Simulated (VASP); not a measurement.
# Sr (Fm-3m) in VASP: further runs

The runs below take Sr through single point, with PBE.

All numbers are computed with VASP 6.6.1; they aren't measurements. Logs are shortened: lines on timing, memory, paths and dates and some standing lists are left out, and cuts for length are marked.

**1. The cell of the first run**

It takes space group Fm-3m (No. 225, cubic). Conventional cell: a = 6.085 Å, b = 6.085 Å, c = 6.085 Å, α = 90.00°, β = 90.00°, γ = 90.00°. Sr (site symmetry m-3m) has 12 Sr at 4.30 Å within 5.6 Å.

**2. Single point, PBE**

INCAR reads:

```
SYSTEM = Sr
  PREC = Accurate
  ENCUT = 500
  EDIFF = 1E-6
  ISMEAR = -1
  SIGMA = 0.05
  LREAL = .FALSE.
  LASPH = .TRUE.
  NELM = 120
  ALGO = Normal
  ISIF = 2
  LWAVE = .FALSE.
  LCHARG = .FALSE.
  GGA = PE
  NBANDS = 11
  GGA_COMPAT = .FALSE.
```

KPOINTS reads:

```
Automatic mesh
0
G
  7 7 7
  0 0 0
```

POSCAR reads:

```
Sr
1.0
    0.0000000000      3.0423500000      3.0423500000
    3.0423500000      0.0000000000      3.0423500000
    3.0423500000      3.0423500000      0.0000000000
Sr
1
Direct
    0.0000000000      0.0000000000      0.0000000000
```

Potentials or basis: VASP PAW PBE potentials, release 64 (Sr_sv).

Launch:

```sh
> cat potpaw_PBE.64/Sr_sv/POTCAR > POTCAR
> mpirun -np 1 vasp_std > vasp.out
```

OUTCAR:

```text
SYSTEM = Sr
   PREC = Accurate
   ENCUT = 500
   EDIFF = 1E-6
   ISMEAR = -1
   LREAL = .FALSE.
   LASPH = .TRUE.
   NELM = 120
   ISIF = 2
   GGA = PE

 ion  position               nearest neighbor table
   1  0.000  0.000  0.000-

  LATTYP: Found a face centered cubic cell.
 ALAT       =     6.0847000000

  Lattice vectors:

 A1 = (   0.0000000000,   3.0423500000,   3.0423500000)
 A2 = (   3.0423500000,   0.0000000000,   3.0423500000)
 A3 = (   3.0423500000,   3.0423500000,   0.0000000000)

Analysis of symmetry for initial positions (statically):
=====================================================================
 Subroutine PRICEL returns:
 Original cell was already a primitive cell.

 Routine SETGRP: Setting up the symmetry group for a
 face centered cubic supercell.

 Subroutine GETGRP returns: Found 48 space group operations
 (whereof 48 operations were pure point group operations)
 out of a pool of 48 trial point group operations.

The static configuration has the point symmetry O_h .

Analysis of symmetry for dynamics (positions and initial velocities):
=====================================================================
 Subroutine PRICEL returns:
 Original cell was already a primitive cell.

 Routine SETGRP: Setting up the symmetry group for a
 face centered cubic supercell.

 Subroutine GETGRP returns: Found 48 space group operations
 (whereof 48 operations were pure point group operations)
 out of a pool of 48 trial point group operations.

The dynamic configuration has the point symmetry O_h .

 Subroutine INISYM returns: Found 48 space group operations
 (whereof 48 operations are pure point group operations),
 and found     1 'primitive' translations

----------------------------------------------------------------------------------------

                                     Primitive cell

  volume of cell :      56.3193

  direct lattice vectors                    reciprocal lattice vectors
     0.000000000  3.042350000  3.042350000    -0.164346640  0.164346640  0.164346640
     3.042350000  0.000000000  3.042350000     0.164346640 -0.164346640  0.164346640
     3.042350000  3.042350000  0.000000000     0.164346640  0.164346640 -0.164346640

  length of vectors
     4.302532631  4.302532631  4.302532631     0.284656730  0.284656730  0.284656730

[... 74 lines left out ...]
   LREAL  =      F    real-space projection
   EDIFFG = 0.1E-04   stopping-criterion for IOM
   NSW    =      0    number of steps for IOM
   IBRION =     -1    ionic relax: 0-MD 1-quasi-New 2-CG
   NFREE  =      0    steps in history (QN), initial steepest desc. (CG)
   ISIF   =      2    stress and relaxation
   ISYM   =      2    0-nonsym 1-usesym 2-fastsym
   POTIM  = 0.5000    time-step for ionic-motion
   TEBEG  =    0.0;   TEEND  =   0.0 temperature during run
   PSTRESS=    0.0 pullay stress
   NELECT =      10.0000    total number of electrons
   NUPDOWN=      -1.0000    fix difference up-down
   EMIN   =  10.00;   EMAX   =-10.00  energy-range for DOS
   EFERMI =   0.00;   METHOD = LEGACY
   ISMEAR =    -1;   SIGMA  =   0.05  broadening in eV -4-tet -1-fermi 0-gaus
   EFERMI_NEDOS =   21; number of points for ismear=-14 and -15
   IALGO  =     38    algorithm
   IMIX   =      4    mixing-type and parameters
     AMIX     =   0.40;   BMIX     =  1.00
     AMIX_MAG =   1.60;   BMIX_MAG =  1.00
  volume/ion in A,a.u.               =      56.32       380.06
  Fermi-wavevector in a.u.,A,eV,Ry     =   0.920144  1.738819 11.519569  0.846664
  Thomas-Fermi vector in A             =   2.045416
   LORBIT       =      0    0 simple, 1 ext, 2 COOP (PROOUT), +10 PAW based schemes
   GGA     = PE    functional components
   LHFCALC =     F    Hartree Fock is set to
   AEXX    =    0.0000 exact exchange contribution
   IVDW    =     0    specifies the selected vdW correction
   LEPSILON=     F    determine dielectric tensor
   LRPA    =     F    only Hartree local field effects (RPA)
 non-spin polarized calculation
  energy-cutoff  :      500.00
  volume of cell :       56.32
 maximum number of plane-waves:      1459
   NGX = 15   NGY = 15   NGZ = 15

 number of electron      10.0000000 magnetization

 Free energy of the ion-electron system (eV)
  ---------------------------------------------------
  ext. energy  EPLUGINS =         0.00000000
  ---------------------------------------------------
  free energy    TOTEN  =        -1.64477987 eV

  energy without entropy =       -1.63087379  energy(sigma->0) =       -1.63782683

 E-fermi :   1.5255     XC(G=0):  -7.2793

 val. band max:        1.2898956046   @ k =  -0.4286   0.2857   0.0000
 cond. band min:       1.5418423509   @ k =  -0.2857   0.4286   0.1429
 fundamental gap:      0.2519467463
 Fermi energy:         1.5255153261

 k-point     1 :       0.0000    0.0000    0.0000
  band No.  band energies     occupation
      1     -35.1668      2.00000
      2     -17.0579      2.00000
      3     -17.0579      2.00000
      4     -17.0579      2.00000
      5      -2.1063      2.00000
      6       3.8188      0.00000
      7       3.8188      0.00000
      8       3.8188      0.00000
      9       5.2471      0.00000
     10       5.2471      0.00000
     11       8.5340      0.00000
[... 253 lines left out ...]
 k-point    20 :      -0.2857    0.4286    0.1429
  band No.  band energies     occupation
      1     -35.1506      2.00000
      2     -17.1824      2.00000
      3     -17.1716      2.00000
      4     -17.1162      2.00000
      5       1.5418      0.83817
      6       1.8879      0.00142
      7       2.2028      0.00000
      8       4.0406      0.00000
      9       6.0346      0.00000
     10       6.1495      0.00000
     11       7.3520      0.00000

------------------------ aborting loop because EDIFF is reached ----------------------------------------

  FORCE on cell =-STRESS in cart. coord.  units (eV):
  Direction    XX          YY          ZZ          XY          YZ          ZX
  --------------------------------------------------------------------------------------
  -------------------------------------------------------------------------------------
  Total       -0.0944936     -0.0944936     -0.0944936     -0.0000000     -0.0000000      0.0000000
  in kB       -2.6881621     -2.6881621     -2.6881621     -0.0000000     -0.0000000      0.0000000
  external PRESSURE =      -2.6881621 kB  Pullay stress =       0.0000000 kB

 VOLUME and BASIS-vectors are now :
 -----------------------------------------------------------------------------
  energy-cutoff  :      500.00
  volume of cell :       56.32
      direct lattice vectors                 reciprocal lattice vectors
     0.000000000  3.042350000  3.042350000    -0.164346640  0.164346640  0.164346640
     3.042350000  0.000000000  3.042350000     0.164346640 -0.164346640  0.164346640
     3.042350000  3.042350000  0.000000000     0.164346640  0.164346640 -0.164346640

 POSITION                                       TOTAL-FORCE (eV/Angst)
 -----------------------------------------------------------------------------------
      0.00000      0.00000      0.00000        -0.000000     -0.000000     -0.000000
 -----------------------------------------------------------------------------------
    total drift:                                0.000000      0.000000      0.000000

  FREE ENERGIE OF THE ION-ELECTRON SYSTEM (eV)
  ---------------------------------------------------
  free  energy   TOTEN  =        -1.6447798662 eV

  energy  without entropy=       -1.6308737948  energy(sigma->0) =       -1.63782683
```

OSZICAR:

```text
N       E                     dE             d eps       ncg     rms          rms(c)
DAV:   1     0.370470285810E+02    0.37047E+02   -0.47447E+03   440   0.754E+02
DAV:   2    -0.236476357280E+00   -0.37284E+02   -0.36767E+02   520   0.152E+02
DAV:   3    -0.160227561227E+01   -0.13658E+01   -0.13544E+01   641   0.227E+01
DAV:   4    -0.164027057058E+01   -0.37995E-01   -0.37970E-01   551   0.422E+00
DAV:   5    -0.164234148561E+01   -0.20709E-02   -0.20709E-02   677   0.657E-01    0.111E+01
DAV:   6    -0.164383257940E+01   -0.14911E-02   -0.65941E-03   527   0.925E-01    0.627E+00
DAV:   7    -0.164476248300E+01   -0.92990E-03   -0.11624E-02   487   0.121E+00    0.285E-01
DAV:   8    -0.164474872439E+01    0.13759E-04   -0.13503E-03   690   0.215E-01    0.648E-02
DAV:   9    -0.164476968204E+01   -0.20958E-04   -0.13293E-05   530   0.329E-02    0.275E-02
DAV:  10    -0.164478033828E+01   -0.10656E-04   -0.46867E-06   521   0.176E-02    0.331E-03
DAV:  11    -0.164477986621E+01    0.47208E-06   -0.26677E-07   304   0.424E-03
   1 F= -.16447799E+01 E0= -.16378268E+01  d E =-.139061E-01
```

stdout:

```text
POSCAR found type information on POSCAR Sr
 POSCAR found :  1 types and       1 ions
 scaLAPACK will be used
 LDA part: xc-table for (Slater+PW92), standard interpolation
 POSCAR, INCAR and KPOINTS ok, starting setup
 FFT: planning ... GRIDC
 FFT: planning ... GRID_SOFT
 FFT: planning ... GRID
 WAVECAR not read
 entering main loop
```

It took 4.1 s on 1 thread of Intel Xeon 6975P-C (Granite Rapids), shared host; peak memory 0.17 GiB.

Results:

```
Free energy : -1.6448 eV
Pressure    : -0.3 GPa
```

Levels at points of the mesh, in eV from the Fermi level:
```
           k point  band 2  band 3  band 4  band 5  band 6  band 7  band 8  band 9
(0.00, 0.00, 0.00)  -18.58  -18.58  -18.58   -3.63    2.29    2.29    2.29    3.72
```

**3. Single point, PBE**

This run uses another cell than the first one, of 58.57 Å³/atom, 1.040 times its volume.

INCAR is that of step 2.

KPOINTS reads:

```
regular mesh
0
G
  7 7 7
  0 0 0
```

POSCAR reads:

```
Sr
1.0
    0.0000000000      3.0823855122      3.0823855122
    3.0823855122      0.0000000000      3.0823855122
    3.0823855122      3.0823855122      0.0000000000
Sr
1
Direct
    0.0000000000      0.0000000000      0.0000000000
```

Potentials or basis: VASP PAW PBE potentials, release 64 (Sr_sv).

Launch:

```sh
> cat potpaw_PBE.64/Sr_sv/POTCAR > POTCAR
> mpirun -np 1 vasp_std > vasp.out
```

OUTCAR:

```text
SYSTEM = Sr
   PREC = Accurate
   ENCUT = 500
   EDIFF = 1E-6
   ISMEAR = -1
   LREAL = .FALSE.
   LASPH = .TRUE.
   NELM = 120
   ISIF = 2
   GGA = PE

 ion  position               nearest neighbor table
   1  0.000  0.000  0.000-

  LATTYP: Found a face centered cubic cell.
 ALAT       =     6.1647710244

  Lattice vectors:

 A1 = (   0.0000000000,   3.0823855122,   3.0823855122)
 A2 = (   3.0823855122,   0.0000000000,   3.0823855122)
[... 451 lines left out ...]
      9       5.7294      0.00000
     10       5.8747      0.00000
     11       7.0112      0.00000

------------------------ aborting loop because EDIFF is reached ----------------------------------------

  FORCE on cell =-STRESS in cart. coord.  units (eV):
  Direction    XX          YY          ZZ          XY          YZ          ZX
  --------------------------------------------------------------------------------------
  -------------------------------------------------------------------------------------
  Total       -0.2388683     -0.2388683     -0.2388683      0.0000000      0.0000000     -0.0000000
  in kB       -6.5339866     -6.5339866     -6.5339866      0.0000000      0.0000000     -0.0000000
  external PRESSURE =      -6.5339866 kB  Pullay stress =       0.0000000 kB

 VOLUME and BASIS-vectors are now :
 -----------------------------------------------------------------------------
  energy-cutoff  :      500.00
  volume of cell :       58.57
      direct lattice vectors                 reciprocal lattice vectors
     0.000000000  3.082385512  3.082385512    -0.162212026  0.162212026  0.162212026
     3.082385512  0.000000000  3.082385512     0.162212026 -0.162212026  0.162212026
     3.082385512  3.082385512  0.000000000     0.162212026  0.162212026 -0.162212026

 POSITION                                       TOTAL-FORCE (eV/Angst)
 -----------------------------------------------------------------------------------
      0.00000      0.00000      0.00000        -0.000000     -0.000000     -0.000000
 -----------------------------------------------------------------------------------
    total drift:                                0.000000      0.000000      0.000000

  FREE ENERGIE OF THE ION-ELECTRON SYSTEM (eV)
  ---------------------------------------------------
  free  energy   TOTEN  =        -1.6383735213 eV

  energy  without entropy=       -1.6244675164  energy(sigma->0) =       -1.63142052
```

It took 4.1 s on 1 thread of Intel Xeon 6975P-C (Granite Rapids), shared host; peak memory 0.17 GiB.

Results:

```yaml
Free_energy: -1.6384 eV
Pressure: -0.7 GPa
Band_gap_on_the_k_mesh: zero (band 5 reaches 1.42 eV, above the bottom of band 6 at 1.40 eV)
```

Levels at points of the mesh, in eV from the Fermi level:
```
           k point  band 3  band 4  band 5  band 6  band 7  band 8
(0.00, 0.00, 0.00)  -18.66  -18.66   -3.56    2.26    2.26    2.26
```

**4. Single point, PBE**

This run uses another cell than the first one, of 60.82 Å³/atom, 1.080 times its volume.

INCAR reads:

```
PREC     = Accurate       # precision mode
ENCUT    = 500            # plane-wave cutoff, eV
EDIFF    = 1E-6           # SCF threshold, eV
ISMEAR   = -1             # smearing method
SIGMA    = 0.05           # smearing width, eV
LREAL    = False          # projectors in reciprocal space
LASPH    = True           # aspherical terms in the spheres
NELM     = 120            # most SCF steps
ALGO     = Normal         # electronic algorithm
ISIF     = 2              # what is computed and relaxed
LWAVE    = False          # write WAVECAR
LCHARG   = True           # write CHGCAR
GGA      = PE             # functional
LELF     = True           # ELF
LVHAR    = True         
NBANDS   = 11             # bands
GGA_COMPAT= False
```

KPOINTS reads:

```
Automatic mesh
0
Gamma
  7 7 7
```

POSCAR reads:

```
Sr
1.0
    0.0000000000      3.1214071928      3.1214071928
    3.1214071928      0.0000000000      3.1214071928
    3.1214071928      3.1214071928      0.0000000000
Sr
1
Direct
    0.0000000000      0.0000000000      0.0000000000
```

Launch:

```sh
> cat potpaw_PBE.64/Sr_sv/POTCAR > POTCAR
> mpirun -np 1 vasp_std > vasp.out
```

Run time: 4.5 s. Hardware: 1 thread of Intel Xeon 6975P-C (Granite Rapids), shared host; peak memory 0.17 GiB.

It converged, with:

| Property | Result |
| --- | --- |
| Free energy | -1.6269 eV |
| Pressure | -1.0 GPa |
| Band gap on the k mesh | zero (band 5 reaches 1.31 eV, above the bottom of band 6 at 1.26 eV) |

Levels at points of the mesh, in eV from the Fermi level:
```tsv
k point	band 3	band 4	band 5	band 6	band 7	band 8
(0.00, 0.00, 0.00)	-18.74	-18.74	-3.50	2.22	2.22	2.22
```

**5. Single point, PBE**

This run uses another cell than the first one, of 63.08 Å³/atom, 1.120 times its volume.

INCAR reads:

```
  PREC = Accurate
  ENCUT = 500
  EDIFF = 1E-6
  ISMEAR = -1
  SIGMA = 0.05
  LREAL = False
  LASPH = True
  NELM = 120
  ALGO = Normal
  ISIF = 2
  LWAVE = False
  LCHARG = True
  GGA = PE
  LELF = True
  LVHAR = True
  NBANDS = 11
  GGA_COMPAT = False
```

KPOINTS is that of step 4.

POSCAR reads:

```
Sr
1.0
    0.0000000000      3.1594768862      3.1594768862
    3.1594768862      0.0000000000      3.1594768862
    3.1594768862      3.1594768862      0.0000000000
Sr
1
Direct
    0.0000000000      0.0000000000      0.0000000000
```

Launch:

```sh
> cat potpaw_PBE.64/Sr_sv/POTCAR > POTCAR
> mpirun -np 1 vasp_std > vasp.out
```

Run time: 6.3 s. Hardware: 1 thread of Intel Xeon 6975P-C (Granite Rapids), shared host; peak memory 0.19 GiB.

The run converged. Its results:

- Free energy: -1.6112 eV
- Pressure: -1.3 GPa
- Band gap on the k mesh: zero (band 5 reaches 1.21 eV, above the bottom of band 6 at 1.13 eV)

Levels at points of the mesh, in eV from the Fermi level:
```csv
k point,band 2,band 3,band 4,band 5,band 6,band 7,band 8,band 9
"(0.00, 0.00, 0.00)",-18.81,-18.81,-18.81,-3.44,2.18,2.18,2.18,3.44
```

**6. Overview**

| cell | gap on the mesh (eV) | pressure (GPa) |
| --- | --- | --- |
| a = 4.303 Å, angles 60.0°, 1 atom | - | -0.3 |
| a = 4.359 Å, angles 60.0°, 1 atom | none | -0.7 |
| a = 4.414 Å, angles 60.0°, 1 atom | none | -1.0 |
| a = 4.468 Å, angles 60.0°, 1 atom | none | -1.3 |

Alike in all rows: task single point; level PBE; potentials or basis VASP PAW PBE potentials, release 64 (Sr_sv); no spin polarisation; k mesh 7 × 7 × 7; cutoff (eV) 500; smearing fermi-dirac 0.05 eV.

Absolute energies hang on the potentials; compare differences alone.
